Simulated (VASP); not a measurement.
Input of a VASP 6.6.1 run:

Contents of INCAR:

```
SYSTEM = Si
PREC = Accurate ; ENCUT = 520
EDIFF = 1E-6 ; ISMEAR = 0
SIGMA = 0.01 ; LREAL = .FALSE.
LASPH = .TRUE. ; NELM = 80
ALGO = Normal ; ISIF = 2
LWAVE = .FALSE. ; LCHARG = .FALSE.
GGA = PE ; NBANDS = 11
```

Contents of KPOINTS:

```
regular mesh
0
G
  7 7 7
  0 0 0
```

Contents of POSCAR:

```
Si
1.0
    0.0000000000      2.7218510000      2.7218510000
    2.7218510000      0.0000000000      2.7218510000
    2.7218510000      2.7218510000      0.0000000000
Si
2
Direct
    0.2500000000      0.2500000000      0.2500000000
    0.0000000000      0.0000000000      0.0000000000
```

Potentials or basis: VASP PAW PBE potentials, release 64 (Si).

The run is started by

```bash
$ cat potpaw_PBE.64/Si/POTCAR > POTCAR
$ mpirun -np 1 vasp_std > vasp.out
```

(1) What does it give for the pressure?

(2) Estimate the band gap on the k mesh.

## Answers

(1) 1.3 GPa.

(2) 0.59 eV, indirect (least direct gap 2.56 eV).
